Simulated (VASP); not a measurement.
# TiTe2 (P-3m1) in VASP: notebook

Runs on TiTe2. Level: PBEsol. Tasks: single point, vibrations by perturbation theory.

All numbers are computed with VASP 6.6.1; they aren't measurements. Logs are shortened: lines on timing, memory, paths and dates and some standing lists are left out, and cuts for length are marked.

## 1. The cell of the first run

Symmetry: P-3m1, No. 164, trigonal system. The conventional cell has a = 3.777 Å, b = 3.777 Å, c = 6.498 Å, α = 90.00°, β = 90.00°, γ = 120.00°. Te (site symmetry 3m) has 3 Ti at 2.77 Å and 9 Te at 3.78 Å within 3.8 Å. Ti (site symmetry -3m) has 6 Te at 2.77 Å and 6 Ti at 3.78 Å within 3.8 Å.

## 2. Single point, PBEsol

POSCAR reads:

```
TiTe2
1.0
    3.7770000000      0.0000000000      0.0000000000
   -1.8885000000      3.2709779501      0.0000000000
    0.0000000000      0.0000000000      6.4980000000
Te Ti
2 1
Direct
    0.3333333333      0.6666666667      0.7372000000
    0.6666666667      0.3333333333      0.2628000000
    0.0000000000      0.0000000000      0.0000000000
```

INCAR.step1 reads:

```
PREC = Accurate ; ENCUT = 520
EDIFF = 1E-6 ; ISMEAR = -1
SIGMA = 0.05 ; LREAL = False
LASPH = True ; NELM = 80
ALGO = Normal ; ISIF = 2
LWAVE = False ; LCHARG = True
LMAXMIX = 4 ; GGA = PS
NBANDS = 19
```

KPOINTS.step1 reads:

```
regular mesh
0
Gamma
  8 8 4
```

INCAR.step2 reads:

```
PREC = Accurate ; ENCUT = 520
EDIFF = 1E-6 ; ISMEAR = -5
SIGMA = 0.05 ; LREAL = False
LASPH = True ; NELM = 80
ALGO = Normal ; ISIF = 2
LWAVE = False ; LCHARG = False
LMAXMIX = 4 ; GGA = PS
LORBIT = 11 ; NEDOS = 1001
ICHARG = 11
```

KPOINTS.step2 reads:

```
regular mesh
0
Gamma
  12 12 6
```

Potentials or basis: VASP PAW PBE potentials, release 64 (Te, Ti_sv).

Command:

```bash
cat potpaw_PBE.64/Te/POTCAR potpaw_PBE.64/Ti_sv/POTCAR > POTCAR
cp INCAR.step1 INCAR
cp KPOINTS.step1 KPOINTS
mpirun -np 1 vasp_std > vasp.out
cp INCAR.step2 INCAR
cp KPOINTS.step2 KPOINTS
mpirun -np 1 vasp_std > vasp.out
```

OUTCAR:

```text
PREC = Accurate
   ENCUT = 520
   EDIFF = 1E-6
   ISMEAR = -5
   LREAL = False
   LASPH = True
   NELM = 80
   ISIF = 2
   GGA = PS
   LORBIT = 11
   ICHARG = 11

 ion  position               nearest neighbor table
   1  0.333  0.667  0.737-   3 2.77   3 2.77   3 2.77
   2  0.667  0.333  0.263-   3 2.77   3 2.77   3 2.77
   3  0.000  0.000  0.000-   1 2.77   2 2.77   2 2.77   1 2.77   2 2.77   1 2.77

  LATTYP: Found a hexagonal cell.
 ALAT       =     3.7770000000
 C/A-ratio  =     1.7204130262

  Lattice vectors:

 A1 = (   3.7770000000,   0.0000000000,   0.0000000000)
 A2 = (  -1.8885000000,   3.2709779501,   0.0000000000)
 A3 = (   0.0000000000,   0.0000000000,   6.4980000000)

Analysis of symmetry for initial positions (statically):
=====================================================================
 Subroutine PRICEL returns:
 Original cell was already a primitive cell.

 Routine SETGRP: Setting up the symmetry group for a
 hexagonal supercell.

 Subroutine GETGRP returns: Found 12 space group operations
 (whereof 12 operations were pure point group operations)
 out of a pool of 24 trial point group operations.

The static configuration has the point symmetry D_3d.

Analysis of symmetry for dynamics (positions and initial velocities):
=====================================================================
 Subroutine PRICEL returns:
 Original cell was already a primitive cell.

 Routine SETGRP: Setting up the symmetry group for a
 hexagonal supercell.

 Subroutine GETGRP returns: Found 12 space group operations
 (whereof 12 operations were pure point group operations)
 out of a pool of 24 trial point group operations.

The dynamic configuration has the point symmetry D_3d.

 Subroutine INISYM returns: Found 12 space group operations
 (whereof 12 operations are pure point group operations),
 and found     1 'primitive' translations

----------------------------------------------------------------------------------------

                                     Primitive cell

  volume of cell :      80.2794

  direct lattice vectors                    reciprocal lattice vectors
     3.777000000  0.000000000  0.000000000     0.264760392  0.152859484  0.000000000
    -1.888500000  3.270977950  0.000000000     0.000000000  0.305718967  0.000000000
     0.000000000  0.000000000  6.498000000     0.000000000  0.000000000  0.153893506

  length of vectors
     3.777000000  3.777000000  6.498000000     0.305718967  0.305718967  0.153893506

  position of ions in fractional coordinates (direct lattice)
     0.333333333  0.666666667  0.737200000
     0.666666667  0.333333333  0.262800000
     0.000000000  0.000000000  0.000000000

  ion indices of the primitive-cell ions
   primitive index   ion index
                 1           1
                 2           2
                 3           3

----------------------------------------------------------------------------------------

 KPOINTS: regular mesh

Automatic generation of k-mesh.
 Grid dimensions read from file:
 generate k-points for:   12   12    6

 Generating k-lattice:

  Cartesian coordinates                     Fractional coordinates (reciprocal lattice)
     0.022063366  0.012738290  0.000000000     0.083333333 -0.000000000  0.000000000
     0.000000000  0.025476581  0.000000000     0.000000000  0.083333333  0.000000000
     0.000000000  0.000000000  0.025648918     0.000000000  0.000000000  0.166666667

  Length of vectors
     0.025476581  0.025476581  0.025648918

  Shift w.r.t. Gamma in fractional coordinates (k-lattice)
     0.000000000  0.000000000  0.000000000

 TETIRR: Found   1229 inequivalent tetrahedra from     5184

 Subroutine IBZKPT returns following result:
 ===========================================

 Found    100 irreducible k-points:

 Following reciprocal coordinates:
            Coordinates               Weight
  0.000000  0.000000  0.000000      1.000000
  0.083333  0.000000  0.000000      6.000000
  0.166667  0.000000  0.000000      6.000000
  0.250000  0.000000  0.000000      6.000000
  0.333333  0.000000  0.000000      6.000000
  0.416667  0.000000  0.000000      6.000000
[... 16 lines left out ...]
  0.166667  0.000000  0.166667      6.000000
  0.000000  0.166667  0.166667      6.000000
 [... further k-points ...]
   k-points           NKPTS =    100   k-points in BZ     NKDIM =    100   number of bands    NBANDS=     16
   number of dos      NEDOS =   1001   number of ions     NIONS =      3
   total plane-waves  NPLWV =  37632
   dimension x,y,z NGX =    28 NGY =   28 NGZ =   48
   dimension x,y,z NGXF=    56 NGYF=   56 NGZF=   96
   ions per type =               2   1
   NGX,Y,Z   is equivalent  to a cutoff of  12.32, 12.32, 12.28 a.u.
   NGXF,Y,Z  is equivalent  to a cutoff of  24.65, 24.65, 24.56 a.u.
 SYSTEM =  unknown system
   PREC   = accura    normal or accurate (medium, high low for compatibility)
   ISTART =      0    job   : 0-new  1-cont  2-samecut
   ICHARG =     11    charge: 1-file 2-atom 10-const
   ISPIN  =      1    spin polarized calculation?
   LNONCOLLINEAR =      F non collinear calculations
   LSORBIT =      F    spin-orbit coupling
   LASPH  =      T    aspherical Exc in radial PAW
   ENCUT  =  520.0 eV  38.22 Ry    6.18 a.u.   7.02  7.02 12.08*2*pi/ulx,y,z
   NELM   =     80;   NELMIN=  2; NELMDL=  0     # of ELM steps
   EDIFF  = 0.1E-05   stopping-criterion for ELM
   LREAL  =      F    real-space projection
   EDIFFG = 0.1E-04   stopping-criterion for IOM
   NSW    =      0    number of steps for IOM
   IBRION =     -1    ionic relax: 0-MD 1-quasi-New 2-CG
   NFREE  =      0    steps in history (QN), initial steepest desc. (CG)
   ISIF   =      2    stress and relaxation
   ISYM   =      2    0-nonsym 1-usesym 2-fastsym
   POTIM  = 0.5000    time-step for ionic-motion
   TEBEG  =    0.0;   TEEND  =   0.0 temperature during run
   PSTRESS=    0.0 pullay stress
   NELECT =      24.0000    total number of electrons
   NUPDOWN=      -1.0000    fix difference up-down
   EMIN   =  10.00;   EMAX   =-10.00  energy-range for DOS
   EFERMI =   0.00;   METHOD = LEGACY
   ISMEAR =    -5;   SIGMA  =   0.05  broadening in eV -4-tet -1-fermi 0-gaus
   EFERMI_NEDOS =   21; number of points for ismear=-14 and -15
   IALGO  =     38    algorithm
   IMIX   =      4    mixing-type and parameters
     AMIX     =   0.40;   BMIX     =  1.00
     AMIX_MAG =   1.60;   BMIX_MAG =  1.00
  volume/ion in A,a.u.               =      26.76       180.58
  Fermi-wavevector in a.u.,A,eV,Ry     =   1.094655  2.068597 16.303438  1.198269
  Thomas-Fermi vector in A             =   2.230964
   LORBIT       =     11    0 simple, 1 ext, 2 COOP (PROOUT), +10 PAW based schemes
   GGA     = PS    functional components
   LHFCALC =     F    Hartree Fock is set to
   AEXX    =    0.0000 exact exchange contribution
   IVDW    =     0    specifies the selected vdW correction
   LEPSILON=     F    determine dielectric tensor
   LRPA    =     F    only Hartree local field effects (RPA)
 non-spin polarized calculation
 Fermi weights with tetrahedron method with Bloechl corrections
  energy-cutoff  :      520.00
  volume of cell :       80.28
 maximum number of plane-waves:      2181

 number of electron      23.9999998 magnetization

 Free energy of the ion-electron system (eV)
  ---------------------------------------------------
  ext. energy  EPLUGINS =         0.00000000
  ---------------------------------------------------
  free energy    TOTEN  =       -17.51303763 eV

  energy without entropy =      -17.51303763  energy(sigma->0) =      -17.51303763

 E-fermi :   6.7203     XC(G=0): -10.0049

 val. band max:        6.8310667346   @ k =   0.0833   0.0000   0.0000
 cond. band min:       6.6658900082   @ k =   0.5000   0.0000   0.1667
 fundamental gap:     -0.1651767264
 Fermi energy:         6.7202783853

 k-point     1 :       0.0000    0.0000    0.0000
  band No.  band energies     occupation
      1     -50.5596      2.00000
      2     -26.9158      2.00000
      3     -26.9158      2.00000
      4     -26.8819      2.00000
      5      -5.7357      2.00000
      6      -4.2269      2.00000
[... 8 lines left out ...]
     15       7.7688      0.00000
     16       9.7615      0.00000

 k-point     2 :       0.0833    0.0000    0.0000
  band No.  band energies     occupation
      1     -50.5594      2.00000
      2     -26.9187      2.00000
      3     -26.9165      2.00000
      4     -26.8813      2.00000
      5      -5.6586      2.00000
      6      -4.1871      2.00000
[... 8 lines left out ...]
     15       7.8911      0.00000
     16       9.5153      0.00000

 k-point     3 :       0.1667    0.0000    0.0000
  band No.  band energies     occupation
      1     -50.5588      2.00000
      2     -26.9266      2.00000
      3     -26.9183      2.00000
      4     -26.8794      2.00000
      5      -5.4337      2.00000
      6      -4.0762      2.00000
[... 8 lines left out ...]
     15       7.9733      0.00000
     16       9.4283      0.00000

 k-point     4 :       0.2500    0.0000    0.0000
  band No.  band energies     occupation
      1     -50.5580      2.00000
      2     -26.9373      2.00000
      3     -26.9208      2.00000
      4     -26.8770      2.00000
      5      -5.0831      2.00000
      6      -3.9214      2.00000
[... 8 lines left out ...]
     15       7.9242      0.00000
     16       9.6039      0.00000

 k-point     5 :       0.3333    0.0000    0.0000
  band No.  band energies     occupation
      1     -50.5573      2.00000
      2     -26.9479      2.00000
      3     -26.9232      2.00000
      4     -26.8745      2.00000
      5      -4.6521      2.00000
      6      -3.7760      2.00000
[... 8 lines left out ...]
     15       8.0150      0.00000
     16       9.5584      0.00000

 k-point     6 :       0.4167    0.0000    0.0000
  band No.  band energies     occupation
      1     -50.5567      2.00000
      2     -26.9557      2.00000
      3     -26.9250      2.00000
      4     -26.8727      2.00000
      5      -4.2233      2.00000
      6      -3.7202      2.00000
[... 8 lines left out ...]
     15       8.1251      0.00000
     16       9.2393      0.00000
[... 267 lines left out ...]
 k-point    21 :       0.0833    0.0000    0.1667
  band No.  band energies     occupation
      1     -50.5594      2.00000
      2     -26.9187      2.00000
      3     -26.9165      2.00000
      4     -26.8813      2.00000
      5      -5.5873      2.00000
      6      -4.3233      2.00000
[... 8 lines left out ...]
     15       7.9496      0.00000
     16       9.6349      0.00000

 k-point    22 :       0.0000    0.0833    0.1667
  band No.  band energies     occupation
      1     -50.5594      2.00000
      2     -26.9187      2.00000
      3     -26.9165      2.00000
      4     -26.8813      2.00000
      5      -5.5866      2.00000
      6      -4.3247      2.00000
[... 8 lines left out ...]
     15       7.9657      0.00000
     16       9.4109      0.00000

 k-point    23 :       0.1667    0.0000    0.1667
  band No.  band energies     occupation
      1     -50.5588      2.00000
      2     -26.9266      2.00000
      3     -26.9183      2.00000
      4     -26.8795      2.00000
      5      -5.3681      2.00000
      6      -4.1939      2.00000
[... 8 lines left out ...]
     15       8.1033      0.00000
     16       9.2420      0.00000

 k-point    24 :       0.0000    0.1667    0.1667
  band No.  band energies     occupation
      1     -50.5588      2.00000
      2     -26.9266      2.00000
      3     -26.9183      2.00000
      4     -26.8795      2.00000
      5      -5.3626      2.00000
      6      -4.2046      2.00000
[... 8 lines left out ...]
     15       7.8972      0.00000
     16       9.3641      0.00000

 [... further k-points ...]

------------------------ aborting loop because EDIFF is reached ----------------------------------------

  FORCE on cell =-STRESS in cart. coord.  units (eV):
  Direction    XX          YY          ZZ          XY          YZ          ZX
  --------------------------------------------------------------------------------------
  -------------------------------------------------------------------------------------
  Total       -1.2938190     -1.2938190     -1.0027203      0.0000000      0.0000000      0.0000000
  in kB      -25.8214000    -25.8214000    -20.0117964      0.0000000      0.0000000      0.0000000
  external PRESSURE =     -23.8848655 kB  Pullay stress =       0.0000000 kB

 VOLUME and BASIS-vectors are now :
 -----------------------------------------------------------------------------
  energy-cutoff  :      520.00
  volume of cell :       80.28
      direct lattice vectors                 reciprocal lattice vectors
     3.777000000  0.000000000  0.000000000     0.264760392  0.152859484  0.000000000
    -1.888500000  3.270977950  0.000000000     0.000000000  0.305718967  0.000000000
     0.000000000  0.000000000  6.498000000     0.000000000  0.000000000  0.153893506

 POSITION                                       TOTAL-FORCE (eV/Angst)
 -----------------------------------------------------------------------------------
     -0.00000      2.18065      4.79033        -0.000000      0.000000      0.103238
      1.88850      1.09033      1.70767         0.000000      0.000000     -0.103238
      0.00000      0.00000      0.00000        -0.000000      0.000000      0.000000
 -----------------------------------------------------------------------------------
    total drift:                               -0.000000     -0.000000      0.000000

  FREE ENERGIE OF THE ION-ELECTRON SYSTEM (eV)
  ---------------------------------------------------
  free  energy   TOTEN  =       -17.5130376312 eV

  energy  without entropy=      -17.5130376312  energy(sigma->0) =      -17.51303763

 total charge

# of ion       s       p       d       tot
------------------------------------------
    1        1.383   1.987   0.038   3.408
    2        1.383   1.987   0.038   3.408
    3        2.169   6.121   1.869  10.159
--------------------------------------------------
tot          4.935  10.095   1.945  16.975
```

Run time: 49 s. Hardware: 1 thread of Intel Xeon 6975P-C (Granite Rapids), shared host; peak memory 0.27 GiB.

Results:

| Quantity | Value |
| --- | --- |
| Valence electrons inside the program's atomic spheres | Te 3.41; Ti 10.16 |

Caveat: the PAW data sets were made with another functional, which shifts forces and pressure a little; spin-orbit coupling is left out, which moves the levels of the heavy elements; this functional lacks dispersion, which binds the layers, so the pressure and a relaxed spacing across them are unreliable; tetrahedron occupations give inexact forces and stress in metals.

(Continued in part 2 of 2.)
